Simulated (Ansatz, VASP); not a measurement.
## KCl: VASP beside Ansatz

File POSCAR:

```
KCl
1.0
    0.0000000000      3.1448471156      3.1448471156
    3.1448471156      0.0000000000      3.1448471156
    3.1448471156      3.1448471156      0.0000000000
K Cl
1 1
Direct
    0.0000000000      0.0000000000      0.0000000000
    0.5000000000      0.5000000000      0.5000000000
```

The input INCAR.step1:

```
SYSTEM = KCl
ALGO = Normal
EDIFF = 1E-5
ENCUT = 520
GGA = PE
ISIF = 2
ISMEAR = 0
LASPH = .TRUE.
LCHARG = .FALSE.
LREAL = .FALSE.
LWAVE = .TRUE.
NBANDS = 15
NELM = 60
PREC = Accurate
SIGMA = 0.01
```

INCAR.step2

```
SYSTEM = KCl
AEXX = 0.15
ALGO = Normal
EDIFF = 1E-6
ENCUT = 520
GGA = PE
HFSCREEN = 0.2078
ISIF = 2
ISMEAR = 0
ISTART = 1
LASPH = .TRUE.
LCHARG = .FALSE.
LHFCALC = .TRUE.
LREAL = .FALSE.
LWAVE = .FALSE.
NBANDS = 15
NELM = 60
PREC = Accurate
PRECFOCK = Normal
SIGMA = 0.01
```

KPOINTS

```
k-points
0
G
  4 4 4
  0 0 0
```

Input for Ansatz:

```yaml
crystal:
  lattice:
    - [0.0, 3.1448471156, 3.1448471156]
    - [3.1448471156, 0.0, 3.1448471156]
    - [3.1448471156, 3.1448471156, 0.0]
  atoms:
    - { symbol: K, position: [0.0, 0.0, 0.0] }
    - { symbol: Cl, position: [0.5, 0.5, 0.5] }
kpoints:
  mp_grid: { grid: [4, 4, 4] }
hamiltonian:
  xc:
    exchange: pbe
    correlation: pbe
    exx: { coeff: 0.15, omega: 0.2078 }
scf:
  occupations: { method: fixed }
  n_extra_bands: 4
output:
  forces: true
  stress: true
  eigenvalues: true
```

Alike in both runs: task single point; functional PBE-based screened hybrid with a share of 0.15 of exact exchange and HFSCREEN = 0.2078; k mesh 4 × 4 × 4; no spin polarisation.

|  | VASP | Ansatz |
| --- | --- | --- |
| version | VASP 6.6.1 | Ansatz 0.2.0 |
| potentials or method | VASP PAW PBE potentials, release 64 (K_sv, Cl) | plane waves |
| plane-wave cutoff (eV) | 520 | 420 |
| occupations | gaussian, width 0.01 eV | fixed |
| valence electrons in the cell | 16 | 16 |

|  | VASP | Ansatz | Ansatz less VASP |
| --- | --- | --- | --- |
| gap on the k mesh at the Fermi level (eV) | 5.97 | 5.98 | +0.003 |
| pressure (GPa) | 0.6 | 0.6 | -0.03 |

VASP's potentials were made for PBE, not for PBE-based screened hybrid. Ansatz's warnings: stress exchange threshold loose, stress scf threshold loose.

The k mesh is coarse, so the values compare programs but aren't converged.
